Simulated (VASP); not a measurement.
# Zn (Pm-3m) in VASP: single point with PBE

Aim: the single point of Zn with PBE.

Everything below comes from runs of VASP 6.6.1. Logs are shortened: lines on timing, memory, paths and dates and some standing lists are left out, and cuts for length are marked.

### 1 The cell of the first run

The structure is cubic, space group Pm-3m (No. 221). The conventional cell has a = 5.480 Å, b = 5.480 Å, c = 5.480 Å, α = 90.00°, β = 90.00°, γ = 90.00°.

### 2 Single point, PBE

INCAR

```
SYSTEM = Zn
PREC     = Accurate       ! precision mode
ENCUT    = 500            ! plane-wave cutoff, eV
EDIFF    = 1E-6           ! SCF threshold, eV
ISMEAR   = -1             ! smearing method
SIGMA    = 0.05           ! smearing width, eV
LREAL    = .False.        ! projectors in reciprocal space
LASPH    = .True.         ! aspherical terms in the spheres
NELM     = 120            ! most SCF steps
ALGO     = Normal         ! electronic algorithm
ISIF     = 2              ! what is computed and relaxed
LWAVE    = .False.        ! write WAVECAR
LCHARG   = .True.         ! write CHGCAR
GGA      = PE             ! functional
LELF     = .True.         ! ELF
LVHAR    = .True.       
NBANDS   = 12             ! bands
GGA_COMPAT= .False.
```

KPOINTS

```
Automatic mesh
0
Gamma
  4 4 4
  0 0 0
```

POSCAR

```
Zn
1.0
    5.4799420000      0.0000000000      0.0000000000
    0.0000000000      5.4799420000      0.0000000000
    0.0000000000      0.0000000000      5.4799420000
Zn
1
Direct
    0.0000000000      0.0000000000      0.0000000000
```

Potentials or basis: VASP PAW PBE potentials, release 64 (Zn).

Run with:

```
$ cat potpaw_PBE.64/Zn/POTCAR > POTCAR
$ mpirun -np 1 vasp_std > vasp.out
```

OUTCAR:

```text
SYSTEM = Zn
   PREC = Accurate
   ENCUT = 500
   EDIFF = 1E-6
   ISMEAR = -1
   LREAL = .False.
   LASPH = .True.
   NELM = 120
   ISIF = 2
   GGA = PE

 ion  position               nearest neighbor table
   1  0.000  0.000  0.000-

  LATTYP: Found a simple cubic cell.
 ALAT       =     5.4799420000

  Lattice vectors:

 A1 = (   5.4799420000,   0.0000000000,   0.0000000000)
 A2 = (   0.0000000000,   5.4799420000,   0.0000000000)
 A3 = (   0.0000000000,   0.0000000000,   5.4799420000)

Analysis of symmetry for initial positions (statically):
=====================================================================
 Subroutine PRICEL returns:
 Original cell was already a primitive cell.

 Routine SETGRP: Setting up the symmetry group for a
 simple cubic supercell.

 Subroutine GETGRP returns: Found 48 space group operations
 (whereof 48 operations were pure point group operations)
 out of a pool of 48 trial point group operations.

The static configuration has the point symmetry O_h .

Analysis of symmetry for dynamics (positions and initial velocities):
=====================================================================
 Subroutine PRICEL returns:
 Original cell was already a primitive cell.

 Routine SETGRP: Setting up the symmetry group for a
 simple cubic supercell.

 Subroutine GETGRP returns: Found 48 space group operations
 (whereof 48 operations were pure point group operations)
 out of a pool of 48 trial point group operations.

The dynamic configuration has the point symmetry O_h .

 Subroutine INISYM returns: Found 48 space group operations
 (whereof 48 operations are pure point group operations),
 and found     1 'primitive' translations

----------------------------------------------------------------------------------------

                                     Primitive cell

  volume of cell :     164.5614

  direct lattice vectors                    reciprocal lattice vectors
     5.479942000  0.000000000  0.000000000     0.182483683  0.000000000  0.000000000
     0.000000000  5.479942000  0.000000000     0.000000000  0.182483683  0.000000000
     0.000000000  0.000000000  5.479942000     0.000000000  0.000000000  0.182483683

  length of vectors
     5.479942000  5.479942000  5.479942000     0.182483683  0.182483683  0.182483683

  position of ions in fractional coordinates (direct lattice)
     0.000000000  0.000000000  0.000000000

  ion indices of the primitive-cell ions
   primitive index   ion index
                 1           1

----------------------------------------------------------------------------------------

 KPOINTS: Automatic mesh

Automatic generation of k-mesh.
 Grid dimensions read from file:
 generate k-points for:    4    4    4

 Generating k-lattice:

  Cartesian coordinates                     Fractional coordinates (reciprocal lattice)
     0.045620921  0.000000000  0.000000000     0.250000000  0.000000000  0.000000000
     0.000000000  0.045620921  0.000000000     0.000000000  0.250000000  0.000000000
     0.000000000  0.000000000  0.045620921     0.000000000  0.000000000  0.250000000

  Length of vectors
     0.045620921  0.045620921  0.045620921

  Shift w.r.t. Gamma in fractional coordinates (k-lattice)
     0.000000000  0.000000000  0.000000000

 Subroutine IBZKPT returns following result:
 ===========================================

 Found     10 irreducible k-points:

 Following reciprocal coordinates:
            Coordinates               Weight
  0.000000  0.000000  0.000000      1.000000
  0.250000  0.000000  0.000000      6.000000
  0.500000  0.000000  0.000000      3.000000
  0.250000  0.250000  0.000000     12.000000
  0.500000  0.250000  0.000000     12.000000
  0.500000  0.500000  0.000000      3.000000
  0.250000  0.250000  0.250000      8.000000
  0.500000  0.250000  0.250000     12.000000
  0.500000  0.500000  0.250000      6.000000
  0.500000  0.500000  0.500000      1.000000
   k-points           NKPTS =     10   k-points in BZ     NKDIM =     10   number of bands    NBANDS=     12
   number of dos      NEDOS =    301   number of ions     NIONS =      1
   total plane-waves  NPLWV =  64000
   dimension x,y,z NGX =    40 NGY =   40 NGZ =   40
   dimension x,y,z NGXF=    80 NGYF=   80 NGZF=   80
   ions per type =               1
   NGX,Y,Z   is equivalent  to a cutoff of  12.13, 12.13, 12.13 a.u.
   NGXF,Y,Z  is equivalent  to a cutoff of  24.27, 24.27, 24.27 a.u.
 SYSTEM =  Zn
   PREC   = accura    normal or accurate (medium, high low for compatibility)
   ISTART =      0    job   : 0-new  1-cont  2-samecut
   ICHARG =      2    charge: 1-file 2-atom 10-const
   ISPIN  =      1    spin polarized calculation?
   LNONCOLLINEAR =      F non collinear calculations
   LSORBIT =      F    spin-orbit coupling
   LASPH  =      T    aspherical Exc in radial PAW
   ENCUT  =  500.0 eV  36.75 Ry    6.06 a.u.   9.99  9.99  9.99*2*pi/ulx,y,z
   NELM   =    120;   NELMIN=  2; NELMDL= -5     # of ELM steps
   EDIFF  = 0.1E-05   stopping-criterion for ELM
   LREAL  =      F    real-space projection
   EDIFFG = 0.1E-04   stopping-criterion for IOM
   NSW    =      0    number of steps for IOM
   IBRION =     -1    ionic relax: 0-MD 1-quasi-New 2-CG
   NFREE  =      0    steps in history (QN), initial steepest desc. (CG)
   ISIF   =      2    stress and relaxation
   ISYM   =      2    0-nonsym 1-usesym 2-fastsym
   POTIM  = 0.5000    time-step for ionic-motion
   TEBEG  =    0.0;   TEEND  =   0.0 temperature during run
   PSTRESS=    0.0 pullay stress
   NELECT =      12.0000    total number of electrons
   NUPDOWN=      -1.0000    fix difference up-down
   EMIN   =  10.00;   EMAX   =-10.00  energy-range for DOS
   EFERMI =   0.00;   METHOD = LEGACY
   ISMEAR =    -1;   SIGMA  =   0.05  broadening in eV -4-tet -1-fermi 0-gaus
   EFERMI_NEDOS =   21; number of points for ismear=-14 and -15
   IALGO  =     38    algorithm
   IMIX   =      4    mixing-type and parameters
     AMIX     =   0.40;   BMIX     =  1.00
     AMIX_MAG =   1.60;   BMIX_MAG =  1.00
  volume/ion in A,a.u.               =     164.56      1110.51
  Fermi-wavevector in a.u.,A,eV,Ry     =   0.683953  1.292483  6.364684  0.467791
  Thomas-Fermi vector in A             =   1.763465
   LORBIT       =      0    0 simple, 1 ext, 2 COOP (PROOUT), +10 PAW based schemes
   GGA     = PE    functional components
   LHFCALC =     F    Hartree Fock is set to
   AEXX    =    0.0000 exact exchange contribution
   IVDW    =     0    specifies the selected vdW correction
   LEPSILON=     F    determine dielectric tensor
   LRPA    =     F    only Hartree local field effects (RPA)
 non-spin polarized calculation
  energy-cutoff  :      500.00
  volume of cell :      164.56
 maximum number of plane-waves:      4224
 NGX is ok and might be reduce to    40
   NGX = 19   NGY = 19   NGZ = 19

 number of electron      11.9999970 magnetization

 Free energy of the ion-electron system (eV)
  ---------------------------------------------------
  ext. energy  EPLUGINS =         0.00000000
  ---------------------------------------------------
  free energy    TOTEN  =        -0.02805322 eV

  energy without entropy =       -0.02805322  energy(sigma->0) =       -0.02805322

 E-fermi :  -3.9861     XC(G=0):  -3.1618

 val. band max:       -5.0361793053   @ k =   0.5000   0.5000   0.5000
 cond. band min:      -1.3974557774   @ k =   0.5000   0.0000   0.0000
 fundamental gap:      3.6387235278
 Fermi energy:        -3.9861202866

 k-point     1 :       0.0000    0.0000    0.0000
  band No.  band energies     occupation
      1      -9.4628      2.00000
      2      -9.4628      2.00000
      3      -9.4584      2.00000
      4      -9.4584      2.00000
      5      -9.4584      2.00000
      6      -5.5862      2.00000
      7       0.4118      0.00000
      8       0.4118      0.00000
      9       0.4118      0.00000
     10       0.7537      0.00000
     11       2.9952      0.00000
     12       2.9952      0.00000

 k-point     2 :       0.2500    0.0000    0.0000
  band No.  band energies     occupation
      1      -9.4627      2.00000
      2      -9.4608      2.00000
      3      -9.4589      2.00000
      4      -9.4589      2.00000
      5      -9.4583      2.00000
      6      -5.4898      2.00000
      7      -0.7835      0.00000
      8       0.5310      0.00000
      9       0.5310      0.00000
     10       1.5432      0.00000
     11       3.2605      0.00000
     12       3.8147      0.00000

 k-point     3 :       0.5000    0.0000    0.0000
  band No.  band energies     occupation
      1      -9.4627      2.00000
      2      -9.4595      2.00000
      3      -9.4595      2.00000
      4      -9.4588      2.00000
      5      -9.4583      2.00000
      6      -5.3812      2.00000
      7      -1.3975      0.00000
      8       0.6686      0.00000
      9       0.6686      0.00000
     10       2.0968      0.00000
     11       3.2184      0.00000
     12       3.7320      0.00000
[... 76 lines left out ...]
 k-point     9 :       0.5000    0.5000    0.2500
  band No.  band energies     occupation
      1      -9.4608      2.00000
      2      -9.4601      2.00000
      3      -9.4601      2.00000
      4      -9.4585      2.00000
      5      -9.4565      2.00000
      6      -5.1218      2.00000
      7      -0.7507      0.00000
      8      -0.7507      0.00000
      9       0.0298      0.00000
     10       1.5745      0.00000
     11       2.9900      0.00000
     12       2.9900      0.00000

 k-point    10 :       0.5000    0.5000    0.5000
  band No.  band energies     occupation
      1      -9.4607      2.00000
      2      -9.4607      2.00000
      3      -9.4607      2.00000
      4      -9.4564      2.00000
      5      -9.4564      2.00000
      6      -5.0362      2.00000
      7      -0.5327      0.00000
      8      -0.5327      0.00000
      9      -0.5327      0.00000
     10       2.1963      0.00000
     11       2.1963      0.00000
     12       2.1963      0.00000

------------------------ aborting loop because EDIFF is reached ----------------------------------------

  FORCE on cell =-STRESS in cart. coord.  units (eV):
  Direction    XX          YY          ZZ          XY          YZ          ZX
  --------------------------------------------------------------------------------------
  -------------------------------------------------------------------------------------
  Total       -0.0423306     -0.0423306     -0.0423306      0.0000000      0.0000000     -0.0000000
  in kB       -0.4121332     -0.4121332     -0.4121332      0.0000000      0.0000000     -0.0000000
  external PRESSURE =      -0.4121332 kB  Pullay stress =       0.0000000 kB

 VOLUME and BASIS-vectors are now :
 -----------------------------------------------------------------------------
  energy-cutoff  :      500.00
  volume of cell :      164.56
      direct lattice vectors                 reciprocal lattice vectors
     5.479942000  0.000000000  0.000000000     0.182483683  0.000000000  0.000000000
     0.000000000  5.479942000  0.000000000     0.000000000  0.182483683  0.000000000
     0.000000000  0.000000000  5.479942000     0.000000000  0.000000000  0.182483683

 POSITION                                       TOTAL-FORCE (eV/Angst)
 -----------------------------------------------------------------------------------
      0.00000      0.00000      0.00000         0.000000      0.000000      0.000000
 -----------------------------------------------------------------------------------
    total drift:                               -0.000000     -0.000000      0.000000

  FREE ENERGIE OF THE ION-ELECTRON SYSTEM (eV)
  ---------------------------------------------------
  free  energy   TOTEN  =        -0.0280532157 eV

  energy  without entropy=       -0.0280532156  energy(sigma->0) =       -0.02805322
```

It took 4.6 s on 1 thread of Intel Xeon 6975P-C (Granite Rapids), shared host; peak memory 0.22 GiB.

What came out:

| Quantity | Value |
| --- | --- |
| Free energy | -0.0281 eV |
| Pressure | 0.0 GPa |
| Band gap on the k mesh | 3.64 eV, indirect (least direct gap 3.98 eV) |

A k mesh can miss the band edges.
